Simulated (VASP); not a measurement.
# Nb (Fm-3m) in VASP: a series of runs

Aim: see how the results for Nb move with the level of theory and the settings. Levels: PBEsol, PBE, PBE+D3(BJ). Tasks: relaxation of cell and atoms, single point.

All numbers are computed with VASP 6.6.1; they aren't measurements. Logs are shortened: lines on timing, memory, paths and dates and some standing lists are left out, and cuts for length are marked.

## Step 1: The cell of the first run

Symmetry: Fm-3m, No. 225, cubic system. The conventional cell has a = 4.230 Å, b = 4.230 Å, c = 4.230 Å, α = 90.00°, β = 90.00°, γ = 90.00°. Nb (site symmetry m-3m) has 12 Nb at 2.99 Å within 3.9 Å.

## Step 2: Relaxation of cell and atoms, PBEsol, target pressure 30 GPa, at which the enthalpy is minimised

Input file INCAR:

```
  PREC = Accurate
  ENCUT = 600
  EDIFF = 1E-6
  ISMEAR = -1
  SIGMA = 0.05
  LREAL = False
  LASPH = True
  NELM = 60
  ALGO = Fast
  ISIF = 3
  LWAVE = False
  LCHARG = False
  GGA = PS
  IBRION = 2
  NSW = 60
  EDIFFG = -0.01
  PSTRESS = 300.0
```

Input file KPOINTS:

```
regular mesh
0
Gamma
  11 11 11
```

Input file POSCAR:

```
Nb
1.0
    0.0000000000      2.1150000000      2.1150000000
    2.1150000000      0.0000000000      2.1150000000
    2.1150000000      2.1150000000      0.0000000000
Nb
1
Direct
    0.0000000000      0.0000000000      0.0000000000
```

Potentials or basis: VASP PAW PBE potentials, release 64 (Nb_sv).

Run with:

```bash
$ cat potpaw_PBE.64/Nb_sv/POTCAR > POTCAR
$ mpirun -np 1 vasp_std > vasp.out
```

OUTCAR:

```text
PREC = Accurate
   ENCUT = 600
   EDIFF = 1E-6
   ISMEAR = -1
   LREAL = False
   LASPH = True
   NELM = 60
   ISIF = 3
   GGA = PS
   IBRION = 2
   NSW = 60
   EDIFFG = -0.01
   PSTRESS = 300.0

 ion  position               nearest neighbor table
   1  0.000  0.000  0.000-

  LATTYP: Found a face centered cubic cell.
 ALAT       =     4.2300000000

  Lattice vectors:

 A1 = (   0.0000000000,   2.1150000000,   2.1150000000)
 A2 = (   2.1150000000,   0.0000000000,   2.1150000000)
 A3 = (   2.1150000000,   2.1150000000,   0.0000000000)

Analysis of symmetry for initial positions (statically):
=====================================================================
 Subroutine PRICEL returns:
 Original cell was already a primitive cell.

 Routine SETGRP: Setting up the symmetry group for a
 face centered cubic supercell.

 Subroutine GETGRP returns: Found 48 space group operations
 (whereof 48 operations were pure point group operations)
 out of a pool of 48 trial point group operations.

The static configuration has the point symmetry O_h .

Analysis of symmetry for dynamics (positions and initial velocities):
=====================================================================
 Subroutine PRICEL returns:
 Original cell was already a primitive cell.

 Routine SETGRP: Setting up the symmetry group for a
 face centered cubic supercell.

 Subroutine GETGRP returns: Found 48 space group operations
 (whereof 48 operations were pure point group operations)
 out of a pool of 48 trial point group operations.

The dynamic configuration has the point symmetry O_h .

 Subroutine INISYM returns: Found 48 space group operations
 (whereof 48 operations are pure point group operations),
 and found     1 'primitive' translations

----------------------------------------------------------------------------------------

                                     Primitive cell

  volume of cell :      18.9217

  direct lattice vectors                    reciprocal lattice vectors
     0.000000000  2.115000000  2.115000000    -0.236406619  0.236406619  0.236406619
     2.115000000  0.000000000  2.115000000     0.236406619 -0.236406619  0.236406619
     2.115000000  2.115000000  0.000000000     0.236406619  0.236406619 -0.236406619

  length of vectors
     2.991061684  2.991061684  2.991061684     0.409468276  0.409468276  0.409468276

  position of ions in fractional coordinates (direct lattice)
     0.000000000  0.000000000  0.000000000

  ion indices of the primitive-cell ions
   primitive index   ion index
                 1           1

----------------------------------------------------------------------------------------

 KPOINTS: regular mesh

Automatic generation of k-mesh.
 Grid dimensions read from file:
 generate k-points for:   11   11   11

 Generating k-lattice:

  Cartesian coordinates                     Fractional coordinates (reciprocal lattice)
    -0.021491511  0.021491511  0.021491511     0.090909091  0.000000000  0.000000000
     0.021491511 -0.021491511  0.021491511     0.000000000  0.090909091  0.000000000
     0.021491511  0.021491511 -0.021491511     0.000000000  0.000000000  0.090909091

  Length of vectors
     0.037224389  0.037224389  0.037224389

  Shift w.r.t. Gamma in fractional coordinates (k-lattice)
     0.000000000  0.000000000  0.000000000

 Subroutine IBZKPT returns following result:
 ===========================================

 Found     56 irreducible k-points:

 Following reciprocal coordinates:
            Coordinates               Weight
  0.000000  0.000000  0.000000      1.000000
  0.090909  0.000000  0.000000      8.000000
  0.181818  0.000000  0.000000      8.000000
  0.272727  0.000000  0.000000      8.000000
  0.363636  0.000000  0.000000      8.000000
  0.454545  0.000000  0.000000      8.000000
[... 16 lines left out ...]
 -0.272727  0.181818  0.000000     24.000000
 -0.181818  0.181818  0.000000     12.000000
 [... further k-points ...]
   k-points           NKPTS =     56   k-points in BZ     NKDIM =     56   number of bands    NBANDS=     10
   number of dos      NEDOS =    301   number of ions     NIONS =      1
   total plane-waves  NPLWV =  13824
   dimension x,y,z NGX =    24 NGY =   24 NGZ =   24
   dimension x,y,z NGXF=    48 NGYF=   48 NGZF=   48
   ions per type =               1
   NGX,Y,Z   is equivalent  to a cutoff of  13.34, 13.34, 13.34 a.u.
   NGXF,Y,Z  is equivalent  to a cutoff of  26.68, 26.68, 26.68 a.u.
 SYSTEM =  unknown system
   PREC   = accura    normal or accurate (medium, high low for compatibility)
   ISTART =      0    job   : 0-new  1-cont  2-samecut
   ICHARG =      2    charge: 1-file 2-atom 10-const
   ISPIN  =      1    spin polarized calculation?
   LNONCOLLINEAR =      F non collinear calculations
   LSORBIT =      F    spin-orbit coupling
   LASPH  =      T    aspherical Exc in radial PAW
   ENCUT  =  600.0 eV  44.10 Ry    6.64 a.u.   5.97  5.97  5.97*2*pi/ulx,y,z
   NELM   =     60;   NELMIN=  2; NELMDL= -5     # of ELM steps
   EDIFF  = 0.1E-05   stopping-criterion for ELM
   LREAL  =      F    real-space projection
   EDIFFG = -.1E-01   stopping-criterion for IOM
   NSW    =     60    number of steps for IOM
   IBRION =      2    ionic relax: 0-MD 1-quasi-New 2-CG
   NFREE  =      1    steps in history (QN), initial steepest desc. (CG)
   ISIF   =      3    stress and relaxation
   ISYM   =      2    0-nonsym 1-usesym 2-fastsym
   POTIM  = 0.5000    time-step for ionic-motion
   TEBEG  =    0.0;   TEEND  =   0.0 temperature during run
   PSTRESS=  300.0 pullay stress
   NELECT =      13.0000    total number of electrons
   NUPDOWN=      -1.0000    fix difference up-down
   EMIN   =  10.00;   EMAX   =-10.00  energy-range for DOS
   EFERMI =   0.00;   METHOD = LEGACY
   ISMEAR =    -1;   SIGMA  =   0.05  broadening in eV -4-tet -1-fermi 0-gaus
   EFERMI_NEDOS =   21; number of points for ismear=-14 and -15
   IALGO  =     68    algorithm
   IMIX   =      4    mixing-type and parameters
     AMIX     =   0.40;   BMIX     =  1.00
     AMIX_MAG =   1.60;   BMIX_MAG =  1.00
  volume/ion in A,a.u.               =      18.92       127.69
  Fermi-wavevector in a.u.,A,eV,Ry     =   1.444560  2.729823 28.392005  2.086754
  Thomas-Fermi vector in A             =   2.562841
   LORBIT       =      0    0 simple, 1 ext, 2 COOP (PROOUT), +10 PAW based schemes
   GGA     = PS    functional components
   LHFCALC =     F    Hartree Fock is set to
   AEXX    =    0.0000 exact exchange contribution
   IVDW    =     0    specifies the selected vdW correction
   LEPSILON=     F    determine dielectric tensor
   LRPA    =     F    only Hartree local field effects (RPA)
 conjugate gradient relaxation of ions
 non-spin polarized calculation
 RMM-DIIS sequential band-by-band and
  energy-cutoff  :      600.00
  volume of cell :       18.92
 maximum number of plane-waves:       642
   NGX = 11   NGY = 11   NGZ = 11

--------------------------------------- Ionic step        1  -------------------------------------------

 number of electron      13.0000001 magnetization

 Free energy of the ion-electron system (eV)
  ---------------------------------------------------
  ext. energy  EPLUGINS =         0.00000000
  ---------------------------------------------------
  free energy    TOTEN  =       -10.59407482 eV

  energy without entropy =      -10.58225773  energy(sigma->0) =      -10.58816627

------------------------ aborting loop because EDIFF is reached ----------------------------------------

  FORCE on cell =-STRESS in cart. coord.  units (eV):
  Direction    XX          YY          ZZ          XY          YZ          ZX
  --------------------------------------------------------------------------------------
  -------------------------------------------------------------------------------------
  Total       -0.9059114     -0.9059114     -0.9059114      0.0000000      0.0000000      0.0000000
  in kB      -76.7070339    -76.7070339    -76.7070339      0.0000000      0.0000000      0.0000000
  external PRESSURE =    -376.7070339 kB  Pullay stress =     300.0000000 kB
[... 90 lines left out ...]
  FREE ENERGIE OF THE ION-ELECTRON SYSTEM (eV)
  ---------------------------------------------------
  free  energy   TOTEN  =       -10.5000802089 eV

  energy  without entropy=      -10.4885532626  energy(sigma->0) =      -10.49431674

  enthalpy is  TOTEN    =        -7.4254132980 eV   P V=        3.0746669109

[... ionic steps 4 to 10 ...]

--------------------------------------- Ionic step       11  -------------------------------------------

 number of electron      13.0000000 magnetization

------------------------ aborting loop because EDIFF is reached ----------------------------------------

  FORCE on cell =-STRESS in cart. coord.  units (eV):
  Direction    XX          YY          ZZ          XY          YZ          ZX
  --------------------------------------------------------------------------------------
  -------------------------------------------------------------------------------------
  Total        2.9742324      2.9742324      2.9742324      0.0000000     -0.0000000     -0.0000000
  in kB      301.8430502    301.8430502    301.8430502      0.0000000     -0.0000000     -0.0000000
  external PRESSURE =       1.8430502 kB  Pullay stress =     300.0000000 kB
[... 59 lines left out ...]
  enthalpy is  TOTEN    =        -7.4672841216 eV   P V=        2.9563767042

--------------------------------------- Ionic step       13  -------------------------------------------

 number of electron      13.0000000 magnetization

 Free energy of the ion-electron system (eV)
  ---------------------------------------------------
  ext. energy  EPLUGINS =         0.00000000
  ---------------------------------------------------
  free energy    TOTEN  =       -10.42469989 eV

  energy without entropy =      -10.41425931  energy(sigma->0) =      -10.41947960

 E-fermi :  13.4079     XC(G=0): -13.3262

 val. band max:       13.3663910842   @ k =  -0.4545   0.0909   0.0000
 cond. band min:      13.4550929559   @ k =  -0.3636   0.3636   0.0909
 fundamental gap:      0.0887018717
 Fermi energy:        13.4078984114

 k-point     1 :       0.0000    0.0000    0.0000
  band No.  band energies     occupation
      1     -41.1774      2.00000
      2     -16.1504      2.00000
      3     -16.1504      2.00000
      4     -16.1504      2.00000
      5       6.8127      2.00000
      6      13.3457      1.55261
      7      13.3457      1.55261
      8      13.3457      1.55261
      9      16.6374      0.00000
     10      16.6374      0.00000
[... 287 lines left out ...]
 k-point    24 :      -0.1818    0.1818    0.0000
  band No.  band energies     occupation
      1     -40.9224      2.00000
      2     -17.3061      2.00000
      3     -16.6322      2.00000
      4     -16.2768      2.00000
      5       9.8031      2.00000
      6      11.8032      2.00000
      7      13.2395      1.93341
      8      14.8723      0.00000
      9      14.9501      0.00000
     10      18.7921      0.00000

 [... further k-points ...]

------------------------ aborting loop because EDIFF is reached ----------------------------------------

  FORCE on cell =-STRESS in cart. coord.  units (eV):
  Direction    XX          YY          ZZ          XY          YZ          ZX
  --------------------------------------------------------------------------------------
  -------------------------------------------------------------------------------------
  Total        2.9651177      2.9651177      2.9651177      0.0000000      0.0000000      0.0000000
  in kB      300.7813612    300.7813612    300.7813612      0.0000000      0.0000000      0.0000000
  external PRESSURE =       0.7813612 kB  Pullay stress =     300.0000000 kB
[... 16 lines left out ...]
  FREE ENERGIE OF THE ION-ELECTRON SYSTEM (eV)
  ---------------------------------------------------
  free  energy   TOTEN  =       -10.4246998855 eV

  energy  without entropy=      -10.4142593096  energy(sigma->0) =      -10.41947960

  enthalpy is  TOTEN    =        -7.4672848747 eV   P V=        2.9574150108

 reached required accuracy - stopping structural energy minimisation
```

Run time: 1.7 min. Hardware: 1 thread of Intel Xeon 6975P-C (Granite Rapids), shared host; peak memory 0.17 GiB.

What came out:

```
Free energy                                            : -10.4247 eV
Relaxed volume                                         : 15.79 Å³/atom
Relaxed cell                                           : a = 2.816 Å, b = 2.816 Å, c = 2.816 Å, α = 60.00°, β = 60.00°, γ = 60.00°
Space group after relaxing (to 0.05 Å)                 : Fm-3m (No. 225)
Energy change on relaxing (the enthalpy is what falls) : +169.4 meV/atom
Ionic steps                                            : 13
Pressure after relaxing                                : 30.1 GPa
```

Step by step:
```tsv
step	energy change (eV)	largest force (eV/Å)	pressure (GPa)	volume (Å³)
1	0.0000	0.0000	-7.67	18.92
2	6.3445	0.0000	382.02	9.17
3	0.0940	0.0000	20.26	16.42
4	0.1310	0.0000	26.20	16.01
5	0.1739	0.0000	29.83	15.77
6	0.1853	0.0000	31.33	15.71
7	0.1389	0.0000	27.16	15.97
8	0.1700	0.0000	29.77	15.79
9	0.1723	0.0000	30.13	15.78
10	0.1715	0.0000	30.25	15.78
11	0.1707	0.0000	30.18	15.79
12	0.1704	0.0000	30.21	15.79
13	0.1694	0.0000	30.08	15.79
```

Final structure:
```yaml
crystal:
  lattice:
    - [0.00000, 1.99139, 1.99139]
    - [1.99139, 0.00000, 1.99139]
    - [1.99139, 1.99139, 0.00000]
  atoms:
    - { symbol: Nb, position: [0.00000, 0.00000, 0.00000] }
```

Levels at points of the mesh, in eV from the Fermi level:
```tsv
k point	band 4	band 5	band 6	band 7	band 8	band 9
(0.00, 0.00, 0.00)	-29.56	-6.60	-0.06	-0.06	-0.06	3.23
```

Caveat: the cell is relaxed towards a set pressure, so the enthalpy falls and the energy may rise; the volume moved by over 15 % at a fixed basis, so the end points are rough; the PAW data sets were made with another functional, which shifts forces and pressure a little.

## Step 3: Single point, PBE

This run uses another cell than the first one, of 18.71 Å³/atom, 0.989 times its volume.

Input file INCAR:

```
SYSTEM = Nb
PREC     = Accurate       ! precision mode
ENCUT    = 520            ! plane-wave cutoff, eV
EDIFF    = 1E-6           ! SCF threshold, eV
ISMEAR   = -1             ! smearing method
SIGMA    = 0.05           ! smearing width, eV
LREAL    = .FALSE.        ! projectors in reciprocal space
LASPH    = .TRUE.         ! aspherical terms in the spheres
NELM     = 60             ! most SCF steps
ALGO     = Normal         ! electronic algorithm
ISIF     = 2              ! what is computed and relaxed
LWAVE    = .FALSE.        ! write WAVECAR
LCHARG   = .FALSE.        ! write CHGCAR
GGA      = PE             ! functional
NBANDS   = 12             ! bands
```

Input file KPOINTS:

```
regular mesh
0
G
  11 11 11
  0 0 0
```

Input file POSCAR:

```
Nb
1.0
    0.0000000000      2.1069755963      2.1069755963
    2.1069755963      0.0000000000      2.1069755963
    2.1069755963      2.1069755963      0.0000000000
Nb
1
Direct
    0.0000000000      0.0000000000      0.0000000000
```

Potentials or basis: VASP PAW PBE potentials, release 64 (Nb_sv).

Run with:

```bash
$ cat potpaw_PBE.64/Nb_sv/POTCAR > POTCAR
$ mpirun -np 1 vasp_std > vasp.out
```

Run time: 11 s. Hardware: 1 thread of Intel Xeon 6975P-C, shared host; peak memory 0.14 GiB.

Results (log left out):

* Free energy: -9.9009 eV
* Pressure: -0.3 GPa

Levels at points of the mesh, in eV from the Fermi level:
| k point | band 4 | band 5 | band 6 | band 7 | band 8 | band 9 |
| --- | --- | --- | --- | --- | --- | --- |
| (0.00, 0.00, 0.00) | -30.18 | -6.26 | 0.08 | 0.08 | 0.08 | 2.69 |

## Step 4: Single point, PBE+D3(BJ)

This run uses another cell than the first one, of 18.00 Å³/atom, 0.951 times its volume.

Input file INCAR:

```
SYSTEM = Nb
PREC = Accurate
ENCUT = 520
EDIFF = 1E-7
ISMEAR = -1
SIGMA = 0.05
LREAL = .False.
LASPH = .True.
NELM = 80
ALGO = Fast
ISIF = 2
LWAVE = .False.
LCHARG = .False.
GGA = PE
IVDW = 12
NBANDS = 12
```

Input file KPOINTS:

```
Automatic mesh
0
Gamma
  11 11 11
  0 0 0
```

Input file POSCAR:

```
Nb
1.0
    0.0000000000      2.0800436779      2.0800436779
    2.0800436779      0.0000000000      2.0800436779
    2.0800436779      2.0800436779      0.0000000000
Nb
1
Direct
    0.0000000000      0.0000000000      0.0000000000
```

Run with:

```bash
$ cat potpaw_PBE.64/Nb_sv/POTCAR > POTCAR
$ mpirun -np 1 vasp_std > vasp.out
```

Run time: 34 s. Hardware: 1 thread of Intel Xeon 6975P-C, shared host; peak memory 0.15 GiB.

The run converged. Its results:

```
Free energy                : -10.6244 eV
Pressure                   : -0.3 GPa
Dispersion energy per atom : -0.737 eV
```

Levels at points of the mesh, in eV from the Fermi level:
```
           k point  band 3  band 4  band 5  band 6  band 7  band 8  band 9  band 10
(0.00, 0.00, 0.00)  -30.06  -30.06   -6.34    0.06    0.06    0.06    2.81     2.81
```

Caveat: pairwise dispersion overbinds metals, which lowers pressure and volume.

## Step 5: The runs side by side

```csv
task,level,cell,cutoff (eV),gap on the mesh (eV),pressure (GPa)
relaxation of cell and atoms,PBEsol,"relaxed to 30 GPa from a = 2.991 Å, angles 60.0°, 1 atom",600,none,30.1
single point,PBE,"a = 2.980 Å, angles 60.0°, 1 atom",520,none,-0.3
single point,PBE+D3(BJ),"a = 2.942 Å, angles 60.0°, 1 atom",520,none,-0.3
```

Alike in all rows: potentials or basis VASP PAW PBE potentials, release 64 (Nb_sv); no spin polarisation; k mesh 11 × 11 × 11; smearing fermi-dirac 0.05 eV.

Caveats: the cell is relaxed towards a set pressure, so the enthalpy falls and the energy may rise (some runs); the volume moved by over 15 % at a fixed basis, so the end points are rough (some runs); the PAW data sets were made with another functional, which shifts forces and pressure a little (some runs); pairwise dispersion overbinds metals, which lowers pressure and volume (some runs).

Total energies depend on the potentials used, so only differences within one code and one set of settings carry meaning.
